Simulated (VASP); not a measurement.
SiC: single point with PBE

The system is SiC.

```
Si C
1.0
     0.00000    2.17805    2.17805
     2.13449    0.00000    2.17805
     2.13449    2.17805    0.00000
Si C
1 1
Direct
  0.00000 0.00000 0.00000
  0.25000 0.25000 0.25000
```

This cell differs from its parent crystal: uniaxial x strain -2.0%.

```yaml
Program: VASP 6.6.1
Task: single point
Functional: PBE
Potentials_or_basis: VASP PAW PBE potentials, release 64 (Si, C)
Cutoff: 520 eV
k_mesh: 10 × 10 × 10
Occupations: fermi-dirac, width 0.02 eV
Spin: no spin polarisation
Dipole_correction: no
Further_INCAR_settings: ALGO = Normal; EDIFF = 1e-06; NBANDS = 11
```

| Quantity | Value |
| --- | --- |
| Pressure | 8.2 GPa |
| Band gap on the k mesh | 1.13 eV, indirect (least direct gap 4.54 eV) |

Stress tensor (GPa, compression positive):
```
11.54  0.00  0.00
 0.00  6.56  0.00
 0.00  0.00  6.56
```

Levels at points of the mesh, in eV from the valence-band top:
```
           k point  band 2  band 3  band 4  band 5  band 6  band 7
(0.00, 0.00, 0.00)   -0.13   -0.13    0.00    6.39    7.33    7.39
(0.50, 0.00, 0.00)   -8.74   -1.27   -1.02    5.50    7.07    7.42
(0.50, 0.50, 0.00)   -8.04   -3.26   -3.22    1.31    4.43   13.90
(0.00, 0.50, 0.50)   -7.78   -3.46   -3.46    1.13    4.07   14.14
```

Run time: 9.4 s on 1 thread of Intel Xeon 6975P-C, on a shared host, peak memory 0.15 GiB.

Caveat: the cell differs from its parent crystal (uniaxial x strain -2.0%). A k mesh can miss the band edges.
